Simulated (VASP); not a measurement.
# Zr (Im-3m) in VASP: a series of runs, part 2 of 2

VASP 6.6.1. The steps go on from the part before.

## Step 4: Electric field gradients, PBE (volume scaled by 0.99)

File INCAR:

```
SYSTEM = Zr
ALGO = Normal
EDIFF = 1E-8
ENCUT = 520
GGA = PE
ISIF = 2
ISMEAR = -1
LASPH = .TRUE.
LCHARG = .FALSE.
LEFG = .TRUE.
LREAL = .FALSE.
LWAVE = .FALSE.
NBANDS = 12
NELM = 100
PREC = Accurate
SIGMA = 0.08
```

File KPOINTS:

```
k-points
0
G
  14 14 14
  0 0 0
```

File POSCAR:

```
Zr
1.0
   -1.8039464431      1.8039464431      1.8039464431
    1.8039464431     -1.8039464431      1.8039464431
    1.8039464431      1.8039464431     -1.8039464431
Zr
1
Direct
    0.0000000000      0.0000000000      0.0000000000
```

Potentials or basis: VASP PAW PBE potentials, release 64 (Zr_sv).

Run with:

```
cat potpaw_PBE.64/Zr_sv/POTCAR > POTCAR
mpirun -np 1 vasp_std > vasp.out
```

OUTCAR:

```text
SYSTEM = Zr
   EDIFF = 1E-8
   ENCUT = 520
   GGA = PE
   ISIF = 2
   ISMEAR = -1
   LASPH = .TRUE.
   LREAL = .FALSE.
   NELM = 100
   PREC = Accurate

 ion  position               nearest neighbor table
   1  0.000  0.000  0.000-

  LATTYP: Found a body centered cubic cell.
 ALAT       =     3.6078928862

  Lattice vectors:

 A1 = (  -1.8039464431,   1.8039464431,   1.8039464431)
 A2 = (   1.8039464431,  -1.8039464431,   1.8039464431)
 A3 = (   1.8039464431,   1.8039464431,  -1.8039464431)

Analysis of symmetry for initial positions (statically):
=====================================================================
 Subroutine PRICEL returns:
 Original cell was already a primitive cell.

 Routine SETGRP: Setting up the symmetry group for a
 body centered cubic supercell.

 Subroutine GETGRP returns: Found 48 space group operations
 (whereof 48 operations were pure point group operations)
 out of a pool of 48 trial point group operations.

The static configuration has the point symmetry O_h .

Analysis of symmetry for dynamics (positions and initial velocities):
=====================================================================
 Subroutine PRICEL returns:
 Original cell was already a primitive cell.

 Routine SETGRP: Setting up the symmetry group for a
 body centered cubic supercell.

 Subroutine GETGRP returns: Found 48 space group operations
 (whereof 48 operations were pure point group operations)
 out of a pool of 48 trial point group operations.

The dynamic configuration has the point symmetry O_h .

 Subroutine INISYM returns: Found 48 space group operations
 (whereof 48 operations are pure point group operations),
 and found     1 'primitive' translations

[... 153 lines left out ...]
      6       9.7361      0.00000
      7       9.7361      0.00000
      8       9.7361      0.00000
      9      12.1828      0.00000
     10      12.1828      0.00000
     11      20.9770      0.00000
     12      20.9770      0.00000
[... 331 lines left out ...]
 k-point    24 :       0.3571    0.2857    0.0000
  band No.  band energies     occupation
      1     -39.7312      2.00000
      2     -18.1376      2.00000
      3     -17.9933      2.00000
      4     -17.5358      2.00000
      5       7.2524      2.00000
      6       8.0755      1.99773
      7       8.4589      1.75875
      8      12.3423      0.00000
      9      12.7461      0.00000
     10      17.0007      0.00000
     11      17.4623      0.00000
     12      18.8938      0.00000

 [... further k-points ...]
[... 5 lines left out ...]
  --------------------------------------------------------------------------------------
  -------------------------------------------------------------------------------------
  Total       -0.3267916     -0.3267916     -0.3267916      0.0000000      0.0000000      0.0000000
  in kB      -22.2972095    -22.2972095    -22.2972095      0.0000000      0.0000000      0.0000000
  external PRESSURE =     -22.2972095 kB  Pullay stress =       0.0000000 kB

 VOLUME and BASIS-vectors are now :
 -----------------------------------------------------------------------------
  energy-cutoff  :      520.00
  volume of cell :       23.48
      direct lattice vectors                 reciprocal lattice vectors
    -1.803946443  1.803946443  1.803946443     0.000000000  0.277170091  0.277170091
     1.803946443 -1.803946443  1.803946443     0.277170091  0.000000000  0.277170091
     1.803946443  1.803946443 -1.803946443     0.277170091  0.277170091  0.000000000

 POSITION                                       TOTAL-FORCE (eV/Angst)
 -----------------------------------------------------------------------------------
      0.00000      0.00000      0.00000        -0.000000      0.000000     -0.000000
 -----------------------------------------------------------------------------------
    total drift:                                0.000000      0.000000      0.000000

  FREE ENERGIE OF THE ION-ELECTRON SYSTEM (eV)
  ---------------------------------------------------
  free  energy   TOTEN  =        -8.4511297127 eV

  energy  without entropy=       -8.4108359689  energy(sigma->0) =       -8.43098284

 Electric field gradients (V/A^2)
---------------------------------------------------------------------
 ion       V_xx      V_yy      V_zz      V_xy      V_xz      V_yz
---------------------------------------------------------------------
   1      -0.000     0.000    -0.000    -0.000    -0.000    -0.000
---------------------------------------------------------------------

 Electric field gradients after diagonalization (V/A^2)
 (convention: |V_zz| > |V_xx| > |V_yy|)
----------------------------------------------------------------------
 ion       V_xx      V_yy      V_zz     asymmetry (V_yy - V_xx)/ V_zz
----------------------------------------------------------------------
   1       0.000     0.000    -0.000       0.000
----------------------------------------------------------------------

           NMR quadrupolar parameters

 Cq : quadrupolar parameter    Cq=e*Q*V_zz/h
 eta: asymmetry parameters     (V_yy - V_xx)/ V_zz
 Q  : nuclear electric quadrupole moment in mb (millibarn)
----------------------------------------------------------------------
 ion       Cq(MHz)       eta       Q (mb)
----------------------------------------------------------------------
   1      -0.000       0.000       1.000
----------------------------------------------------------------------
```

stdout:

```text
POSCAR found type information on POSCAR Zr
 POSCAR found :  1 types and       1 ions
 scaLAPACK will be used
 LDA part: xc-table for (Slater+PW92), standard interpolation
 POSCAR, INCAR and KPOINTS ok, starting setup
 FFT: planning ... GRIDC
 FFT: planning ... GRID_SOFT
 FFT: planning ... GRID
 WAVECAR not read
 entering main loop
ion   1
```

It took 30 s on 1 thread of Intel Xeon 8259CL, shared host; peak memory 0.16 GiB.

What came out:

| Quantity | Value |
| --- | --- |
| Free energy | -8.4511 eV |
| Pressure | -2.2 GPa |
| Band gap on the k mesh | zero (band 6 reaches 9.74 eV, above the bottom of band 7 at 7.99 eV) |

Caveat: without QUAD_EFG the Cq values of the log hold for a quadrupole moment of 1 mb, not for the nuclei.

## Step 5: Overview

```tsv
cell	gap on the mesh (eV)	pressure (GPa)
a = 3.093 Å, angles 109.5°, 1 atom	none	0.4
a = 3.114 Å, angles 109.5°, 1 atom	none	-1.4
a = 3.125 Å, angles 109.5°, 1 atom	none	-2.2
```

Alike in all rows: task electric field gradients; level PBE; potentials or basis VASP PAW PBE potentials, release 64 (Zr_sv); no spin polarisation; k mesh 14 × 14 × 14; cutoff (eV) 520; smearing fermi-dirac 0.08 eV.

Total energies depend on the potentials used, so only differences within one code and one set of settings carry meaning.
